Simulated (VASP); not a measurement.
# Si2C (P-3m1) in VASP: further runs

The runs below take Si2C through single point, relaxation of cell and atoms, with PBE.

All numbers are computed with VASP 6.6.1; they aren't measurements. Logs are shortened: lines on timing, memory, paths and dates and some standing lists are left out, and cuts for length are marked.

### 1 The cell of the first run

Symmetry: P-3m1, No. 164, trigonal system. The conventional cell has a = 2.734 Å, b = 2.734 Å, c = 13.344 Å, α = 90.00°, β = 90.00°, γ = 120.00°. Si (site symmetry 3m) has 12 Si at 2.73 Å within 3.6 Å. Si (site symmetry 3m) has 3 C at 2.73 Å and 9 Si at 2.73 Å within 3.6 Å. Within 3.6 Å of C (site symmetry 3m) lie 9 C at 2.73 Å and 3 Si at 2.73 Å.

### 2 Single point, PBE, collinear spin, ferromagnetic start

The input, INCAR:

```
  ALGO = Normal
  EDIFF = 1E-6
  ENCUT = 520
  GGA = PE
  ISIF = 2
  ISMEAR = 0
  ISPIN = 2
  LASPH = T
  LCHARG = T
  LELF = T
  LORBIT = 11
  LREAL = F
  LVHAR = T
  LWAVE = F
  MAGMOM = 0 0 0 0 1 1
  NBANDS = 25
  NELM = 150
  PREC = Accurate
  SIGMA = 0.1
```

The input, KPOINTS:

```
k-points
0
Gamma
  6 6 2
```

The input, POSCAR:

```
Si2C
1.0
    2.7344770400      0.0000000000      0.0000000000
   -1.3672385200      2.3681265800      0.0000000000
    0.0000000000      0.0000000000     13.3443277500
Si C
4 2
Direct
    0.3333333300      0.6666666700      0.4166666700
    0.3333333300      0.6666666700      0.7500000000
    0.6666666700      0.3333333300      0.2500000000
    0.6666666700      0.3333333300      0.5833333300
    0.3333333300      0.6666666700      0.0833333300
    0.6666666700      0.3333333300      0.9166666700
```

Potentials or basis: VASP PAW PBE potentials, release 64 (Si, C).

The run is started by

```sh
> cat potpaw_PBE.64/Si/POTCAR potpaw_PBE.64/C/POTCAR > POTCAR
> mpirun -np 1 vasp_std > vasp.out
```

OUTCAR:

```text
EDIFF = 1E-6
   ENCUT = 520
   GGA = PE
   ISIF = 2
   ISMEAR = 0
   ISPIN = 2
   LASPH = T
   LORBIT = 11
   LREAL = F
   NELM = 150
   PREC = Accurate

 ion  position               nearest neighbor table
   1  0.333  0.667  0.417-   4 2.73   4 2.73   4 2.73   3 2.73   3 2.73   3 2.73
   2  0.333  0.667  0.750-   4 2.73   4 2.73   4 2.73
   3  0.667  0.333  0.250-   1 2.73   1 2.73   1 2.73
   4  0.667  0.333  0.583-   1 2.73   1 2.73   1 2.73   2 2.73   2 2.73   2 2.73
   5  0.333  0.667  0.083-
   6  0.667  0.333  0.917-

  LATTYP: Found a hexagonal cell.
 ALAT       =     2.7344770400
 C/A-ratio  =     4.8800291810

  Lattice vectors:

 A1 = (   2.7344770400,   0.0000000000,   0.0000000000)
 A2 = (  -1.3672385200,   2.3681265800,   0.0000000000)
 A3 = (   0.0000000000,   0.0000000000,  13.3443277500)

Analysis of symmetry for initial positions (statically):
=====================================================================
 Subroutine PRICEL returns:
 Original cell was already a primitive cell.

 Routine SETGRP: Setting up the symmetry group for a
 hexagonal supercell.

 Subroutine GETGRP returns: Found 12 space group operations
 (whereof 12 operations were pure point group operations)
 out of a pool of 24 trial point group operations.

The static configuration has the point symmetry D_3d.

Analysis of symmetry for dynamics (positions and initial velocities):
=====================================================================
 Subroutine PRICEL returns:
 Original cell was already a primitive cell.

 Routine SETGRP: Setting up the symmetry group for a
 hexagonal supercell.

 Subroutine GETGRP returns: Found 12 space group operations
 (whereof 12 operations were pure point group operations)
 out of a pool of 24 trial point group operations.

The dynamic configuration has the point symmetry D_3d.

Analysis of structural, dynamic, and magnetic symmetry:
=====================================================================
 Subroutine PRICEL returns:
 Original cell was already a primitive cell.

 Routine SETGRP: Setting up the symmetry group for a
 hexagonal supercell.

 Subroutine GETGRP returns: Found 12 space group operations
 (whereof 12 operations were pure point group operations)
 out of a pool of 24 trial point group operations.

The overall configuration has the point symmetry D_3d.

 Subroutine INISYM returns: Found 12 space group operations
 (whereof 12 operations are pure point group operations),
 and found     1 'primitive' translations

----------------------------------------------------------------------------------------

                                     Primitive cell

  volume of cell :      86.4124

  direct lattice vectors                    reciprocal lattice vectors
     2.734477040  0.000000000  0.000000000     0.365700639  0.211137362  0.000000000
    -1.367238520  2.368126580  0.000000000     0.000000000  0.422274725  0.000000000
     0.000000000  0.000000000 13.344327750     0.000000000  0.000000000  0.074938207

  length of vectors
     2.734477040  2.734477038 13.344327750     0.422274724  0.422274725  0.074938207

  position of ions in fractional coordinates (direct lattice)
     0.333333330  0.666666670  0.416666670
     0.333333330  0.666666670  0.750000000
     0.666666670  0.333333330  0.250000000
     0.666666670  0.333333330  0.583333330
     0.333333330  0.666666670  0.083333330
     0.666666670  0.333333330  0.916666670

  ion indices of the primitive-cell ions
   primitive index   ion index
                 1           1
                 2           2
                 3           3
                 4           4
                 5           5
                 6           6

----------------------------------------------------------------------------------------
[... 31 lines left out ...]
  0.166667  0.166667  0.000000      6.000000
  0.333333  0.166667  0.000000     12.000000
  0.333333  0.333333  0.000000      2.000000
  0.000000  0.000000  0.500000      1.000000
  0.166667  0.000000  0.500000      6.000000
  0.333333  0.000000  0.500000      6.000000
  0.500000  0.000000  0.500000      3.000000
  0.166667  0.166667  0.500000      6.000000
  0.333333  0.166667  0.500000     12.000000
  0.333333  0.333333  0.500000      2.000000
   k-points           NKPTS =     14   k-points in BZ     NKDIM =     14   number of bands    NBANDS=     25
   number of dos      NEDOS =    301   number of ions     NIONS =      6
   total plane-waves  NPLWV =  40000
   dimension x,y,z NGX =    20 NGY =   20 NGZ =  100
   dimension x,y,z NGXF=    40 NGYF=   40 NGZF=  200
   ions per type =               4   2
   NGX,Y,Z   is equivalent  to a cutoff of  12.16, 12.16, 12.46 a.u.
   NGXF,Y,Z  is equivalent  to a cutoff of  24.32, 24.32, 24.92 a.u.
 SYSTEM =  unknown system
   PREC   = accura    normal or accurate (medium, high low for compatibility)
   ISTART =      0    job   : 0-new  1-cont  2-samecut
   ICHARG =      2    charge: 1-file 2-atom 10-const
   ISPIN  =      2    spin polarized calculation?
   LNONCOLLINEAR =      F non collinear calculations
   LSORBIT =      F    spin-orbit coupling
   LASPH  =      T    aspherical Exc in radial PAW
   ENCUT  =  520.0 eV  38.22 Ry    6.18 a.u.   5.08  5.08 24.81*2*pi/ulx,y,z
   NELM   =    150;   NELMIN=  2; NELMDL= -5     # of ELM steps
   EDIFF  = 0.1E-05   stopping-criterion for ELM
   LREAL  =      F    real-space projection
   EDIFFG = 0.1E-04   stopping-criterion for IOM
   NSW    =      0    number of steps for IOM
   IBRION =     -1    ionic relax: 0-MD 1-quasi-New 2-CG
   NFREE  =      0    steps in history (QN), initial steepest desc. (CG)
   ISIF   =      2    stress and relaxation
   ISYM   =      2    0-nonsym 1-usesym 2-fastsym
   POTIM  = 0.5000    time-step for ionic-motion
   TEBEG  =    0.0;   TEEND  =   0.0 temperature during run
   PSTRESS=    0.0 pullay stress
   NELECT =      24.0000    total number of electrons
   NUPDOWN=      -1.0000    fix difference up-down
   EMIN   =  10.00;   EMAX   =-10.00  energy-range for DOS
   EFERMI =   0.00;   METHOD = LEGACY
   ISMEAR =     0;   SIGMA  =   0.10  broadening in eV -4-tet -1-fermi 0-gaus
   EFERMI_NEDOS =   21; number of points for ismear=-14 and -15
   IALGO  =     38    algorithm
   IMIX   =      4    mixing-type and parameters
     AMIX     =   0.40;   BMIX     =  1.00
     AMIX_MAG =   1.60;   BMIX_MAG =  1.00
  volume/ion in A,a.u.               =      14.40        97.19
  Fermi-wavevector in a.u.,A,eV,Ry     =   1.068120  2.018454 15.522612  1.140880
  Thomas-Fermi vector in A             =   2.203758
   LORBIT       =     11    0 simple, 1 ext, 2 COOP (PROOUT), +10 PAW based schemes
   GGA     = PE    functional components
   LHFCALC =     F    Hartree Fock is set to
   AEXX    =    0.0000 exact exchange contribution
   IVDW    =     0    specifies the selected vdW correction
   LEPSILON=     F    determine dielectric tensor
   LRPA    =     F    only Hartree local field effects (RPA)
 spin polarized calculation
 Gauss-broadening in eV      SIGMA  =   0.10
  energy-cutoff  :      520.00
  volume of cell :       86.41
 maximum number of plane-waves:      2346
   NGX = 11   NGY = 11   NGZ = 49

 number of electron      23.9999999 magnetization       0.0044150

 Free energy of the ion-electron system (eV)
  ---------------------------------------------------
  ext. energy  EPLUGINS =         0.00000000
  ---------------------------------------------------
  free energy    TOTEN  =       -27.29298088 eV

  energy without entropy =      -27.27338717  energy(sigma->0) =      -27.28318402

 E-fermi :   7.0725     XC(G=0): -10.7038

 val. band max:        7.0548118901   @ k =   0.3333   0.1667   0.0000
 cond. band min:       7.1180172124   @ k =   0.3333   0.1667   0.5000
 fundamental gap:      0.0632053223
 Fermi energy:         7.0724774405

 spin component 1

 k-point     1 :       0.0000    0.0000    0.0000
  band No.  band energies     occupation
      1      -7.0969      1.00000
      2      -6.1176      1.00000
      3      -5.3109      1.00000
      4      -3.6433      1.00000
      5      -3.3916      1.00000
      6      -0.6349      1.00000
[... 367 lines left out ...]
     23      12.1624      0.00000
     24      13.2946      0.00000
 Fermi energy:         7.0724774405

 spin component 2

 k-point     1 :       0.0000    0.0000    0.0000
  band No.  band energies     occupation
      1      -7.0957      1.00000
      2      -6.1164      1.00000
      3      -5.3104      1.00000
      4      -3.6428      1.00000
      5      -3.3909      1.00000
      6      -0.6342      1.00000
[... 367 lines left out ...]
     23      12.1638      0.00000
     24      13.2955      0.00000
 [bands above 24 left out]

------------------------ aborting loop because EDIFF is reached ----------------------------------------

  FORCE on cell =-STRESS in cart. coord.  units (eV):
  Direction    XX          YY          ZZ          XY          YZ          ZX
  --------------------------------------------------------------------------------------
  -------------------------------------------------------------------------------------
  Total       -5.1998482     -5.1998482     -8.7847286      0.0000000     -0.0000000      0.0000000
  in kB      -96.4107269    -96.4107267   -162.8782280      0.0000000     -0.0000000      0.0000000
  external PRESSURE =    -118.5665605 kB  Pullay stress =       0.0000000 kB

 VOLUME and BASIS-vectors are now :
 -----------------------------------------------------------------------------
  energy-cutoff  :      520.00
  volume of cell :       86.41
      direct lattice vectors                 reciprocal lattice vectors
     2.734477040  0.000000000  0.000000000     0.365700639  0.211137362  0.000000000
    -1.367238520  2.368126580  0.000000000     0.000000000  0.422274725  0.000000000
     0.000000000  0.000000000 13.344327750     0.000000000  0.000000000  0.074938207

 POSITION                                       TOTAL-FORCE (eV/Angst)
 -----------------------------------------------------------------------------------
     -0.00000      1.57875      5.56014        -0.000000     -0.000000      0.120359
     -0.00000      1.57875     10.00825        -0.000000      0.000000      1.545656
      1.36724      0.78938      3.33608         0.000000      0.000000     -1.545656
      1.36724      0.78938      7.78419         0.000000      0.000000     -0.120359
     -0.00000      1.57875      1.11203         0.000000      0.000000      0.215510
      1.36724      0.78938     12.23230        -0.000000     -0.000000     -0.215510
 -----------------------------------------------------------------------------------
    total drift:                                0.000000      0.000000      0.000000

  FREE ENERGIE OF THE ION-ELECTRON SYSTEM (eV)
  ---------------------------------------------------
  free  energy   TOTEN  =       -27.2929808783 eV

  energy  without entropy=      -27.2733871681  energy(sigma->0) =      -27.28318402

 total charge

# of ion       s       p       d       tot
------------------------------------------
    1        0.824   0.718   0.000   1.542
    2        0.836   0.661   0.000   1.497
    3        0.836   0.661   0.000   1.497
    4        0.824   0.718   0.000   1.542
    5        1.064   0.898   0.000   1.962
    6        1.064   0.898   0.000   1.962
--------------------------------------------------
tot          5.448   4.553   0.000  10.001

 magnetization (x)

# of ion       s       p       d       tot
------------------------------------------
    1        0.000   0.000   0.000   0.000
    2        0.000   0.000   0.000   0.000
    3        0.000   0.000   0.000   0.000
    4        0.000   0.000   0.000   0.000
    5       -0.000  -0.000   0.000  -0.000
    6       -0.000  -0.000   0.000  -0.000
--------------------------------------------------
tot          0.000   0.000   0.000   0.000
```

Wall time 40 s (1 thread of Intel Xeon 6975P-C (Granite Rapids), shared host); peak memory 0.23 GiB.

Results:

- Free energy: -27.2930 eV
- Pressure: -11.9 GPa
- Largest force: 1.546 eV/Å
- Band gap on the k mesh: zero (filled and empty bands overlap)
- Net moment: 0.00 μB per cell
- Valence electrons inside the program's atomic spheres: Si 1.54, 1.50; C 1.96

Forces on the atoms (eV/Å):
```
Si   0.000  0.000  0.120
Si   0.000  0.000  1.546
Si   0.000  0.000 -1.546
Si   0.000  0.000 -0.120
C    0.000  0.000  0.216
C    0.000  0.000 -0.216
```

Levels at points of the mesh, in eV from the Fermi level:
Spin up:
```
           k point  band 10  band 11  band 12  band 13  band 14  band 15
(0.00, 0.00, 0.00)     3.01     3.30     3.30     3.66     3.66     4.51
(0.50, 0.00, 0.00)    -3.59    -1.68    -1.36    -0.97     0.81     1.68
(0.00, 0.00, 0.50)     1.14     3.30     3.30     3.66     3.66     5.37
(0.50, 0.00, 0.50)    -2.90    -2.31    -2.17     0.38     0.73     1.69
```
Spin down:
```csv
k point,band 8,band 9,band 10,band 11,band 12,band 13,band 14,band 15,band 16,band 17
"(0.00, 0.00, 0.00)",-1.69,-1.46,3.01,3.30,3.30,3.66,3.66,4.51,8.38,8.38
"(0.50, 0.00, 0.00)",-4.91,-3.61,-3.59,-1.68,-1.36,-0.97,0.81,1.68,2.43,2.46
"(0.00, 0.00, 0.50)",-3.55,0.96,1.14,3.30,3.30,3.66,3.66,5.37,8.30,8.38
"(0.50, 0.00, 0.50)",-4.99,-3.53,-2.90,-2.31,-2.17,0.39,0.73,1.69,2.05,2.23
```

Caveat: the k points lie up to 0.44 Å⁻¹ apart; forces of over 1 eV/Å act on the atoms, so gaps and moduli don't describe the material at rest.

### 3 Single point, PBE

This run uses another cell than the first one, of 13.74 Å³/atom, 0.954 times its volume.

The input, INCAR:

```
SYSTEM = Si2C
PREC = Accurate
ENCUT = 520
EDIFF = 1E-6
ISMEAR = 0
SIGMA = 0.1
LREAL = .False.
LASPH = .True.
NELM = 60
ALGO = Normal
ISIF = 2
LWAVE = .False.
LCHARG = .False.
GGA = PE
NBANDS = 21
```

The input, KPOINTS:

```
regular mesh
0
Gamma
  12 12 4
  0 0 0
```

The input, POSCAR:

```
Si2C
1.0
    3.1095662615      0.0000000000      0.0000000000
   -1.5547831308      2.6929633772      0.0000000000
    0.0000000000      0.0000000000      9.8413792689
Si C
4 2
Direct
    0.3333333333      0.6666666667      0.3872201550
    0.3333333333      0.6666666667      0.8245231520
    0.6666666667      0.3333333333      0.1754768480
    0.6666666667      0.3333333333      0.6127798450
    0.3333333333      0.6666666667      0.1552747731
    0.6666666667      0.3333333333      0.8447252269
```

Potentials or basis: VASP PAW PBE potentials, release 64 (Si, C).

The run is started by

```sh
> cat potpaw_PBE.64/Si/POTCAR potpaw_PBE.64/C/POTCAR > POTCAR
> mpirun -np 1 vasp_std > vasp.out
```

Wall time 48 s (1 thread of Intel Xeon 6975P-C (Granite Rapids), shared host); peak memory 0.24 GiB.

The run converged. Its results:

| Property | Result |
| --- | --- |
| Free energy | -37.0022 eV |
| Pressure | -0.1 GPa |
| Largest force | 0.010 eV/Å |
| Band gap on the k mesh | zero (band 12 reaches 11.14 eV, above the bottom of band 13 at 6.05 eV) |

Forces in eV/Å, atoms in the order of the input:
```
Si   0.000  0.000 -0.010
Si   0.000  0.000 -0.004
Si   0.000  0.000  0.004
Si   0.000  0.000  0.010
C    0.000  0.000  0.001
C    0.000  0.000 -0.001
```

Levels at points of the mesh, in eV from the Fermi level:
```tsv
k point	band 9	band 10	band 11	band 12	band 13	band 14	band 15	band 16
(0.00, 0.00, 0.00)	-3.46	-2.85	-0.69	2.95	4.04	4.79	4.79	4.88
(0.50, 0.00, 0.00)	-4.98	-4.21	-3.29	-1.88	0.99	1.22	1.50	1.75
(0.00, 0.00, 0.50)	-3.46	-3.46	0.91	2.65	3.73	4.71	4.71	5.02
(0.50, 0.00, 0.50)	-4.99	-4.33	-2.64	-1.55	0.67	0.80	1.55	1.75
```

[end of part 1 of 2]
